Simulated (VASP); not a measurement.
# SiC (P1) in VASP: notebook

The runs below take SiC through single point, molecular dynamics, with PBE.

All numbers are computed with VASP 6.6.1; they aren't measurements. Logs are shortened: lines on timing, memory, paths and dates and some standing lists are left out, and cuts for length are marked.

**1. The cell of the first run**

The typed cell holds 4 atoms: a = 5.439 Å, b = 3.173 Å, c = 3.068 Å, α = 59.64°, β = 75.74°, γ = 91.46°.

**2. Single point, PBE**

Contents of INCAR:

```
SYSTEM = SiC
  PREC = Accurate
  ENCUT = 520
  EDIFF = 1E-6
  ISMEAR = -1
  SIGMA = 0.1
  LREAL = .FALSE.
  LASPH = .TRUE.
  NELM = 60
  ALGO = Normal
  ISIF = 2
  LWAVE = .FALSE.
  LCHARG = .FALSE.
  GGA = PE
  NBANDS = 16
```

Contents of KPOINTS:

```
regular mesh
0
G
  3 5 6
  0 0 0
```

Contents of POSCAR:

```
SiC
1.0
   -2.3373620000      4.3715080000      2.2388670000
    2.2548910000     -0.0374670000      2.2313290000
    2.2149290000      2.1232890000      0.0024950000
Si C
2 2
Direct
   -0.0026454003      0.0068450106      0.0004925616
    0.5083954485      0.5002134234      1.0050057839
    0.1302349849      0.4122606349      0.2256833106
    0.6287438249      0.8472920072      0.2681249840
```

Potentials or basis: VASP PAW PBE potentials, release 64 (Si, C).

Run with:

```
> cat potpaw_PBE.64/Si/POTCAR potpaw_PBE.64/C/POTCAR > POTCAR
> mpirun -np 1 vasp_std > vasp.out
```

OUTCAR:

```text
SYSTEM = SiC
   PREC = Accurate
   ENCUT = 520
   EDIFF = 1E-6
   ISMEAR = -1
   LREAL = .FALSE.
   LASPH = .TRUE.
   NELM = 60
   ISIF = 2
   GGA = PE

 ion  position               nearest neighbor table
   1  0.997  0.007  0.000-   3 1.89   4 1.92   3 1.94   3 1.96   2 3.07   2 3.12   2 3.15
   2  0.508  0.500  0.005-   4 1.85   4 1.86   3 1.96   4 2.00   1 3.07   1 3.12   1 3.15
   3  0.130  0.412  0.226-   1 1.89   1 1.94   1 1.96   2 1.96
   4  0.629  0.847  0.268-   2 1.85   2 1.86   1 1.92   2 2.00

  LATTYP: Found a triclinic cell.
 ALAT       =     3.1045393302
 B/A-ratio  =     0.9883169075
 C/A-ratio  =     1.7679594377
 COS(alpha) =     0.0227640877
 COS(beta)  =     0.2986557656
 COS(gamma) =     0.4717659744

  Lattice vectors:

 A1 = (  -0.0399620000,   2.1607560000,  -2.2288340000)
 A2 = (   2.2149290000,   2.1232890000,   0.0024950000)
 A3 = (   2.2974000000,  -2.2107520000,  -4.4677010000)

Analysis of symmetry for initial positions (statically):
=====================================================================
 Subroutine PRICEL returns:
 Original cell was already a primitive cell.

 Routine SETGRP: Setting up the symmetry group for a
 triclinic supercell.

 Subroutine GETGRP returns: Found  1 space group operations
 (whereof  1 operations were pure point group operations)
 out of a pool of  2 trial point group operations.

The static configuration has the point symmetry C_1 .

Analysis of symmetry for dynamics (positions and initial velocities):
=====================================================================
 Subroutine PRICEL returns:
 Original cell was already a primitive cell.

 Routine SETGRP: Setting up the symmetry group for a
 triclinic supercell.

 Subroutine GETGRP returns: Found  1 space group operations
 (whereof  1 operations were pure point group operations)
 out of a pool of  2 trial point group operations.

The dynamic configuration has the point symmetry C_1 .

 Subroutine INISYM returns: Found  1 space group operations
 (whereof  1 operations are pure point group operations),
 and found     1 'primitive' translations

----------------------------------------------------------------------------------------

                                     Primitive cell

  volume of cell :      43.5595

  direct lattice vectors                    reciprocal lattice vectors
    -2.337362000  4.371508000  2.238867000    -0.108767294  0.113330237  0.111818802
     2.254891000 -0.037467000  2.231329000     0.108882193 -0.113976566  0.336217637
     2.214929000  2.123289000  0.002495000     0.225855540  0.235627653 -0.224283986

  length of vectors
     5.439289361  3.172501585  3.068268710     0.192814707  0.371333124  0.396023260

  position of ions in fractional coordinates (direct lattice)
     0.997354600  0.006845011  0.000492562
     0.508395448  0.500213423  0.005005784
     0.130234985  0.412260635  0.225683311
     0.628743825  0.847292007  0.268124984

  ion indices of the primitive-cell ions
   primitive index   ion index
                 1           1
                 2           2
                 3           3
                 4           4

----------------------------------------------------------------------------------------

 KPOINTS: regular mesh

Automatic generation of k-mesh.
 Grid dimensions read from file:
 generate k-points for:    3    5    6

 Generating k-lattice:

  Cartesian coordinates                     Fractional coordinates (reciprocal lattice)
    -0.036255765  0.037776746  0.037272934     0.333333333 -0.000000000 -0.000000000
     0.021776439 -0.022795313  0.067243527     0.000000000  0.200000000 -0.000000000
     0.037642590  0.039271276 -0.037380664     0.000000000  0.000000000  0.166666667

  Length of vectors
     0.064271569  0.074266625  0.066003877

  Shift w.r.t. Gamma in fractional coordinates (k-lattice)
     0.000000000  0.000000000  0.000000000

 Subroutine IBZKPT returns following result:
 ===========================================

 Found     46 irreducible k-points:

 Following reciprocal coordinates:
            Coordinates               Weight
  0.000000  0.000000  0.000000      1.000000
  0.333333  0.000000 -0.000000      2.000000
 -0.000000  0.200000  0.000000      2.000000
  0.333333  0.200000 -0.000000      2.000000
 -0.333333  0.200000  0.000000      2.000000
 -0.000000  0.400000  0.000000      2.000000
[... 16 lines left out ...]
 -0.333333 -0.200000  0.166667      2.000000
 -0.000000  0.000000  0.333333      2.000000
 [... further k-points ...]
   k-points           NKPTS =     46   k-points in BZ     NKDIM =     46   number of bands    NBANDS=     16
   number of dos      NEDOS =    301   number of ions     NIONS =      4
   total plane-waves  NPLWV =  23040
   dimension x,y,z NGX =    40 NGY =   24 NGZ =   24
   dimension x,y,z NGXF=    80 NGYF=   48 NGZF=   48
   ions per type =               2   2
   NGX,Y,Z   is equivalent  to a cutoff of  12.23, 12.58, 13.00 a.u.
   NGXF,Y,Z  is equivalent  to a cutoff of  24.45, 25.15, 26.01 a.u.
 SYSTEM =  SiC
   PREC   = accura    normal or accurate (medium, high low for compatibility)
   ISTART =      0    job   : 0-new  1-cont  2-samecut
   ICHARG =      2    charge: 1-file 2-atom 10-const
   ISPIN  =      1    spin polarized calculation?
   LNONCOLLINEAR =      F non collinear calculations
   LSORBIT =      F    spin-orbit coupling
   LASPH  =      T    aspherical Exc in radial PAW
   ENCUT  =  520.0 eV  38.22 Ry    6.18 a.u.  10.11  5.90  5.70*2*pi/ulx,y,z
   NELM   =     60;   NELMIN=  2; NELMDL= -5     # of ELM steps
   EDIFF  = 0.1E-05   stopping-criterion for ELM
   LREAL  =      F    real-space projection
   EDIFFG = 0.1E-04   stopping-criterion for IOM
   NSW    =      0    number of steps for IOM
   IBRION =     -1    ionic relax: 0-MD 1-quasi-New 2-CG
   NFREE  =      0    steps in history (QN), initial steepest desc. (CG)
   ISIF   =      2    stress and relaxation
   ISYM   =      2    0-nonsym 1-usesym 2-fastsym
   POTIM  = 0.5000    time-step for ionic-motion
   TEBEG  =    0.0;   TEEND  =   0.0 temperature during run
   PSTRESS=    0.0 pullay stress
   NELECT =      16.0000    total number of electrons
   NUPDOWN=      -1.0000    fix difference up-down
   EMIN   =  10.00;   EMAX   =-10.00  energy-range for DOS
   EFERMI =   0.00;   METHOD = LEGACY
   ISMEAR =    -1;   SIGMA  =   0.10  broadening in eV -4-tet -1-fermi 0-gaus
   EFERMI_NEDOS =   21; number of points for ismear=-14 and -15
   IALGO  =     38    algorithm
   IMIX   =      4    mixing-type and parameters
     AMIX     =   0.40;   BMIX     =  1.00
     AMIX_MAG =   1.60;   BMIX_MAG =  1.00
  volume/ion in A,a.u.               =      10.89        73.49
  Fermi-wavevector in a.u.,A,eV,Ry     =   1.172431  2.215573 18.702482  1.374594
  Thomas-Fermi vector in A             =   2.308859
   LORBIT       =      0    0 simple, 1 ext, 2 COOP (PROOUT), +10 PAW based schemes
   GGA     = PE    functional components
   LHFCALC =     F    Hartree Fock is set to
   AEXX    =    0.0000 exact exchange contribution
   IVDW    =     0    specifies the selected vdW correction
   LEPSILON=     F    determine dielectric tensor
   LRPA    =     F    only Hartree local field effects (RPA)
 non-spin polarized calculation
  energy-cutoff  :      520.00
  volume of cell :       43.56
 maximum number of plane-waves:      1186
   NGX = 21   NGY = 11   NGZ = 11

 number of electron      16.0000001 magnetization

 Free energy of the ion-electron system (eV)
  ---------------------------------------------------
  ext. energy  EPLUGINS =         0.00000000
  ---------------------------------------------------
  free energy    TOTEN  =       -29.86000679 eV

  energy without entropy =      -29.85955178  energy(sigma->0) =      -29.85977929

 E-fermi :   8.4030     XC(G=0): -11.1363

 val. band max:        7.9726288300   @ k =   0.0000   0.0000   0.0000
 cond. band min:       8.7986003158   @ k =   0.0000   0.0000   0.5000
 fundamental gap:      0.8259714858
 Fermi energy:         8.4029783390

 k-point     1 :       0.0000    0.0000    0.0000
  band No.  band energies     occupation
      1      -7.4889      2.00000
      2      -4.2091      2.00000
      3      -0.7714      2.00000
      4       6.2767      2.00000
      5       6.6945      2.00000
      6       7.4723      1.99982
[... 8 lines left out ...]
     15      15.2613      0.00000
     16      17.4736      0.00000

 k-point     2 :       0.3333    0.0000   -0.0000
  band No.  band energies     occupation
      1      -7.0048      2.00000
      2      -5.5259      2.00000
      3       1.3908      2.00000
      4       5.0419      2.00000
      5       6.4249      2.00000
      6       6.7999      2.00000
[... 8 lines left out ...]
     15      15.7269      0.00000
     16      17.0908      0.00000

 k-point     3 :      -0.0000    0.2000    0.0000
  band No.  band energies     occupation
      1      -6.8208      2.00000
      2      -3.7693      2.00000
      3      -0.0832      2.00000
      4       3.8570      2.00000
      5       5.0558      2.00000
      6       5.9250      2.00000
[... 8 lines left out ...]
     15      16.8330      0.00000
     16      17.7687      0.00000

 k-point     4 :       0.3333    0.2000   -0.0000
  band No.  band energies     occupation
      1      -6.1652      2.00000
      2      -5.2531      2.00000
      3       2.2933      2.00000
      4       3.8712      2.00000
      5       4.2479      2.00000
      6       5.7201      2.00000
[... 8 lines left out ...]
     15      16.7978      0.00000
     16      17.6111      0.00000

 k-point     5 :      -0.3333    0.2000    0.0000
  band No.  band energies     occupation
      1      -6.5480      2.00000
      2      -4.5660      2.00000
      3       1.0875      2.00000
      4       3.8960      2.00000
      5       4.7258      2.00000
      6       5.7059      2.00000
[... 8 lines left out ...]
     15      16.6791      0.00000
     16      17.5093      0.00000

 k-point     6 :      -0.0000    0.4000    0.0000
  band No.  band energies     occupation
      1      -4.9738      2.00000
      2      -3.0739      2.00000
      3       0.2571      2.00000
      4       1.6694      2.00000
      5       2.4870      2.00000
      6       4.9929      2.00000
[... 8 lines left out ...]
     15      17.8725      0.00000
     16      18.6539      0.00000
[... 267 lines left out ...]
 k-point    21 :       0.0000   -0.2000    0.1667
  band No.  band energies     occupation
      1      -5.7139      2.00000
      2      -3.3517      2.00000
      3       0.9401      2.00000
      4       2.6436      2.00000
      5       3.1664      2.00000
      6       4.5572      2.00000
[... 8 lines left out ...]
     15      16.4561      0.00000
     16      19.1033      0.00000

 k-point    22 :       0.3333   -0.2000    0.1667
  band No.  band energies     occupation
      1      -5.7399      2.00000
      2      -3.2580      2.00000
      3       0.7775      2.00000
      4       2.7177      2.00000
      5       3.1282      2.00000
      6       4.1969      2.00000
[... 8 lines left out ...]
     15      16.3302      0.00000
     16      18.8624      0.00000

 k-point    23 :      -0.3333   -0.2000    0.1667
  band No.  band energies     occupation
      1      -5.0333      2.00000
      2      -4.5495      2.00000
      3       1.7881      2.00000
      4       2.2269      2.00000
      5       4.3267      2.00000
      6       4.6659      2.00000
[... 8 lines left out ...]
     15      17.7298      0.00000
     16      18.5498      0.00000

 k-point    24 :      -0.0000    0.0000    0.3333
  band No.  band energies     occupation
      1      -5.4569      2.00000
      2      -3.2405      2.00000
      3       0.9768      2.00000
      4       1.6447      2.00000
      5       3.3690      2.00000
      6       4.6292      2.00000
[... 8 lines left out ...]
     15      19.3061      0.00000
     16      19.4449      0.00000

 [... further k-points ...]

------------------------ aborting loop because EDIFF is reached ----------------------------------------

  FORCE on cell =-STRESS in cart. coord.  units (eV):
  Direction    XX          YY          ZZ          XY          YZ          ZX
  --------------------------------------------------------------------------------------
  -------------------------------------------------------------------------------------
  Total       -2.7125875     -0.2025909     -2.3304822      2.3716167     -0.0441115      0.2111662
  in kB      -99.7726176     -7.4515644    -85.7182717     87.2312526     -1.6224811      7.7669783
  external PRESSURE =     -64.3141512 kB  Pullay stress =       0.0000000 kB

 VOLUME and BASIS-vectors are now :
 -----------------------------------------------------------------------------
  energy-cutoff  :      520.00
  volume of cell :       43.56
      direct lattice vectors                 reciprocal lattice vectors
    -2.337362000  4.371508000  2.238867000    -0.108767294  0.113330237  0.111818802
     2.254891000 -0.037467000  2.231329000     0.108882193 -0.113976566  0.336217637
     2.214929000  2.123289000  0.002495000     0.225855540  0.235627653 -0.224283986

 POSITION                                       TOTAL-FORCE (eV/Angst)
 -----------------------------------------------------------------------------------
     -2.31465      4.36073      2.24822        -0.347678      0.139420      1.167719
     -0.04929      2.21434      2.25438         0.029481     -0.471858     -1.381033
      1.12507      1.03307      1.21203        -0.232149      0.558099     -1.131413
      1.03483      3.28612      3.29893         0.550346     -0.225660      1.344728
 -----------------------------------------------------------------------------------
    total drift:                                0.000231     -0.000259      0.000060

  FREE ENERGIE OF THE ION-ELECTRON SYSTEM (eV)
  ---------------------------------------------------
  free  energy   TOTEN  =       -29.8600067947 eV

  energy  without entropy=      -29.8595517815  energy(sigma->0) =      -29.85977929
```

Wall time 25 s (1 thread of Intel Xeon 8259CL, shared host); peak memory 0.16 GiB.

Results:

* Free energy: -29.8600 eV
* Pressure: -6.4 GPa
* Largest force: 1.470 eV/Å
* Band gap on the k mesh: 0.83 eV

Forces on the atoms (eV/Å):
```
Si  -0.348  0.139  1.168
Si   0.029 -0.472 -1.381
C   -0.232  0.558 -1.131
C    0.550 -0.226  1.345
```

Stress tensor (GPa, compression positive):
```
-9.98  8.72  0.78
 8.72 -0.75 -0.16
 0.78 -0.16 -8.57
```

Caveat: the k points lie up to 0.43 Å⁻¹ apart; an odd mesh through Γ misses points on the zone boundary, where band edges can lie; forces of over 1 eV/Å act on the atoms, so gaps and moduli don't describe the material at rest.

**3. Single point, PBE**

Contents of INCAR:

```
SYSTEM = SiC
PREC = Accurate
ENCUT = 520
EDIFF = 1E-6
ISMEAR = -1
SIGMA = 0.1
LREAL = .FALSE.
LASPH = .TRUE.
NELM = 60
ALGO = Normal
ISIF = 2
LWAVE = .FALSE.
LCHARG = .FALSE.
GGA = PE
NBANDS = 16
```

KPOINTS is that of step 2.

Contents of POSCAR:

```
SiC
1.0
   -2.3373620000      4.3715080000      2.2388670000
    2.2548910000     -0.0374670000      2.2313290000
    2.2149290000      2.1232890000      0.0024950000
Si C
2 2
Direct
    0.0041441765      0.0141732309     -0.0169945177
    0.5080851916      0.4925084381      1.0186255068
    0.1179483693      0.3478672009      0.2653766400
    0.6258803422      0.9125658545      0.2374750596
```

Potentials or basis: VASP PAW PBE potentials, release 64 (Si, C).

Run with:

```
> cat potpaw_PBE.64/Si/POTCAR potpaw_PBE.64/C/POTCAR > POTCAR
> mpirun -np 1 vasp_std > vasp.out
```

Run time: 25 s. Hardware: 1 thread of Intel Xeon 8259CL, shared host; peak memory 0.16 GiB.

Results (log left out):

| Property | Result |
| --- | --- |
| Free energy | -29.6914 eV |
| Pressure | -4.8 GPa |
| Largest force | 2.457 eV/Å |
| Band gap on the k mesh | 0.94 eV |

Forces on the atoms (eV/Å):
```
Si   0.296  0.536 -1.723
Si   1.137 -1.911  1.046
C   -0.312 -0.074  2.306
C   -1.120  1.449 -1.629
```

Stress tensor (GPa, compression positive):
```
-7.78  8.53  1.68
 8.53  0.93 -2.55
 1.68 -2.55 -7.45
```

Levels at points of the mesh, in eV from the valence-band top:
```tsv
k point	band 6	band 7	band 8	band 9	band 10	band 11
(0.00, 0.00, 0.00)	-0.36	-0.14	0.00	4.76	5.03	6.05
(0.00, 0.00, 0.50)	-3.54	-1.83	-1.03	0.94	3.40	4.27
```

Caveat: the k points lie up to 0.43 Å⁻¹ apart; an odd mesh through Γ misses points on the zone boundary, where band edges can lie; forces of over 1 eV/Å act on the atoms, so gaps and moduli don't describe the material at rest.

**4. Molecular dynamics, PBE**

Contents of INCAR:

```
SYSTEM = SiC
PREC     = Accurate       ! precision mode
ENCUT    = 520            ! plane-wave cutoff, eV
EDIFF    = 1E-5           ! SCF threshold, eV
ISMEAR   = -1             ! smearing method
SIGMA    = 0.1            ! smearing width, eV
LREAL    = .FALSE.        ! projectors in reciprocal space
LASPH    = .TRUE.         ! aspherical terms in the spheres
NELM     = 60             ! most SCF steps
ALGO     = Normal         ! electronic algorithm
ISIF     = 2              ! what is computed and relaxed
LWAVE    = .FALSE.        ! write WAVECAR
LCHARG   = .FALSE.        ! write CHGCAR
GGA      = PE             ! functional
NBANDS   = 16             ! bands
IBRION   = 0              ! ionic algorithm
NSW      = 20             ! ionic steps
POTIM    = 3.0            ! step
TEBEG    = 900.0        
TEEND    = 900.0        
ISYM     = 0            
NELMIN   = 4            
RANDOM_SEED= 629255 0 0   
MDALGO   = 1            
ANDERSEN_PROB= 0.0
```

Contents of KPOINTS:

```
Automatic mesh
0
G
  3 5 6
  0 0 0
```

Contents of POSCAR:

```
SiC
1.0
   -2.3373620000      4.3715080000      2.2388670000
    2.2548910000     -0.0374670000      2.2313290000
    2.2149290000      2.1232890000      0.0024950000
Si C
2 2
Direct
    0.0032490000      0.0071400000      0.0102390000
    0.5083480000      0.4979800000      0.9954520000
    0.1278000000      0.3846120000      0.2571780000
    0.6175070000      0.8794730000      0.2361800000
```

Run with:

```
> cat potpaw_PBE.64/Si/POTCAR potpaw_PBE.64/C/POTCAR > POTCAR
> mpirun -np 1 vasp_std > vasp.out
```

Wall time 3.4 min (1 thread of Intel Xeon 8259CL, shared host); peak memory 0.21 GiB.

Step by step:
```tsv
step	potential energy change (eV)	largest force (eV/Å)	pressure (GPa)	volume (Å³)	temperature (K)
1	0.0000	1.6904	-6.61	43.56	835
2	0.0705	2.3899	-5.85	43.56	662
3	0.1497	2.9256	-5.08	43.56	468
4	0.1788	2.9978	-4.70	43.56	395
5	0.1430	2.7257	-4.90	43.56	483
6	0.0700	2.2793	-5.54	43.56	663
7	0.0094	1.6122	-6.37	43.56	811
8	0.0109	1.4149	-6.99	43.56	805
9	0.0848	2.1906	-7.24	43.56	623
10	0.1846	2.8429	-7.20	43.56	376
11	0.2476	3.0005	-7.15	43.56	219
12	0.2465	2.7444	-7.21	43.56	218
13	0.1979	2.3557	-7.30	43.56	338
14	0.1352	1.9999	-7.31	43.56	495
15	0.0915	1.6910	-7.11	43.56	603
16	0.0930	1.6938	-6.61	43.56	599
17	0.1383	2.3211	-5.89	43.56	488
18	0.1894	2.8059	-5.21	43.56	364
19	0.2048	2.8799	-4.86	43.56	326
20	0.1733	2.7075	-4.93	43.56	405
```

Caveat: the k points lie up to 0.43 Å⁻¹ apart.

**5. Summary**

| task | cell | gap on the mesh (eV) | pressure (GPa) | largest force (eV/Å) |
| --- | --- | --- | --- | --- |
| single point | as given, atomic positions A | 0.83 | -6.4 | 1.47 |
| single point | as given, atomic positions B | 0.94 | -4.8 | 2.46 |
| molecular dynamics | as given, atomic positions C | - | - | - |

Alike in all rows: level PBE; potentials or basis VASP PAW PBE potentials, release 64 (Si, C); no spin polarisation; k mesh 3 × 5 × 6; cutoff (eV) 520; smearing fermi-dirac 0.1 eV.

Caveats: all runs use coarse meshes; an odd mesh through Γ misses points on the zone boundary, where band edges can lie (at least some runs); forces of over 1 eV/Å act on the atoms, so gaps and moduli don't describe the material at rest (at least some runs).

Total energies depend on the potentials used, so only differences within one code and one set of settings carry meaning.
